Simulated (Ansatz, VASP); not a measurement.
Cr: VASP beside Ansatz

```xyz
1
Lattice="2.3070 0.0000 0.0000 0.0000 2.3070 0.0000 0.0000 0.0000 2.3070" Properties=species:S:1:pos:R:3 pbc="T T T"
Cr    0.0000    0.0000    0.0000
```

Alike in both runs: task single point; functional PBEsol; k mesh 15 × 15 × 15; occupations fermi-dirac, width 0.1 eV; no spin polarisation.

```csv
,VASP,Ansatz
version,VASP 6.6.1,Ansatz 0.2.0
potentials or method,"VASP PAW PBE potentials, release 64 (Cr_pv), cutoff 520 eV","plane waves (420 eV) with PAW, scalar-relativistic"
valence electrons in the cell,12,14
```

VASP gave:

```
pressure (GPa) : 0.5
```

Task: What did Ansatz give for the same quantities?

Result: Pressure (GPa): 0.6.

VASP's potentials were made for PBE, not for PBEsol, and Ansatz warns of the same on its side. VASP's potentials hold 12 valence electrons a cell and Ansatz's 14, so a difference there can come from the potentials and not from the codes.
